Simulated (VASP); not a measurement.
Crystal: Cu.

```
Cu
1.0
     2.42532    0.00000    0.00000
    -1.21266    2.10039    0.00000
     0.00000    0.00000    2.34978
Cu
1
Direct
  0.00000 0.00000 0.00000
```

This cell differs from its parent crystal: volume scaled by 0.92.

Base run:

- Program: VASP 6.6.1
- Functional: PBE
- Potentials or basis: VASP PAW PBE potentials, release 64 (Cu_sv_GW)
- Cutoff: 700 eV
- k mesh: 17 × 17 × 16
- Occupations: fermi-dirac, width 0.05 eV
- Spin: no spin polarisation

Its results: pressure 6.7 GPa.

The run is repeated on the same cell with these changes: potentials or basis from VASP PAW PBE potentials, release 64 (Cu_sv_GW) to VASP PAW PBE potentials, release 64 (Cu); cutoff from 700 eV to 520 eV; further incar settings from ALGO = Normal; EDIFF = 1e-06; NBANDS = 16 to ALGO = Normal; EDIFF = 1e-06; NBANDS = 12; valence electrons from 19 to 11. What comes out?

Pressure 12.4 GPa.
